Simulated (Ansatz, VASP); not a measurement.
# One calculation of Fe, two programs

```
Fe
1.0
     0.00000    1.99999    1.96511
     1.54339    0.00000    1.96511
     1.54339    1.99999    0.00000
Fe
1
Direct
  0.00000 0.00000 0.00000
```

Change from the starting cell: equal xx and yy strain of +3 %.

Alike in both runs: task single point; functional PBE; k mesh 16 × 16 × 16; occupations fermi-dirac, width 0.05 eV; collinear spin.

|  | VASP | Ansatz |
| --- | --- | --- |
| version | VASP 6.6.1 | Ansatz 0.2.0 |
| potentials or method | VASP PAW PBE potentials, release 64 (Fe), cutoff 600 eV | all-electron LAPW, scalar-relativistic |

|  | VASP | Ansatz | Ansatz less VASP |
| --- | --- | --- | --- |
| pressure (GPa) | -8.6 | -9.2 | -0.59 |
| traceless stress, the component that is largest in VASP (GPa) | -4.72 | -4.90 | -0.184 |
| net moment per atom (μB) | 2.38 | 2.34 | -0.048 |
| size of the moment on the site where the two differ most (μB) | 2.39 | 2.40 | +0.008 |

Site moments also hang on the region over which each program counts them. Ansatz ran all-electron here, and VASP with PAW potentials.
